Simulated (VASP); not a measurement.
**SiC: single point with HSE06**

The system is SiC.

```xyz
2
Lattice="0.0000 2.0000 2.0000 2.0000 0.0000 2.0000 2.0000 2.0000 0.0000" Properties=species:S:1:pos:R:3 pbc="T T T"
Si    0.0000    0.0000    0.0000
C     2.0000    2.0000    2.0000
```

| Item | Value |
| --- | --- |
| Program | VASP 6.6.1 |
| Task | single point |
| Functional | HSE06 |
| Potentials or basis | VASP PAW PBE potentials, release 64 (Si, C) |
| Cutoff | 520 eV |
| k mesh | 8 × 8 × 8 |
| Occupations | gaussian, width 0.05 eV |
| Spin | no spin polarisation |

```yaml
Pressure: 2.2 GPa
Band_gap_on_the_k_mesh: zero (band 4 reaches 12.57 eV, above the bottom of band 5 at 12.47 eV)
```

Levels at points of the mesh, in eV from the Fermi level:
```
           k point  band 1  band 2  band 3  band 4  band 5  band 6  band 7  band 8
(0.00, 0.00, 0.00)  -20.87   -0.08   -0.08   -0.08    9.51   10.03   10.03   10.03
(0.50, 0.00, 0.00)  -15.13  -13.05   -1.32   -1.32    6.38    6.38    7.18   11.47
(0.50, 0.50, 0.00)  -13.09  -11.20   -4.96   -4.96   -0.13    3.12   17.26   17.26
```

It took 12 min on 1 thread of AMD EPYC 7R13 Processor (Zen 3), on a shared host, peak memory 0.22 GiB.

Caveat: the PAW data sets were made with another functional, which shifts forces and pressure a little.
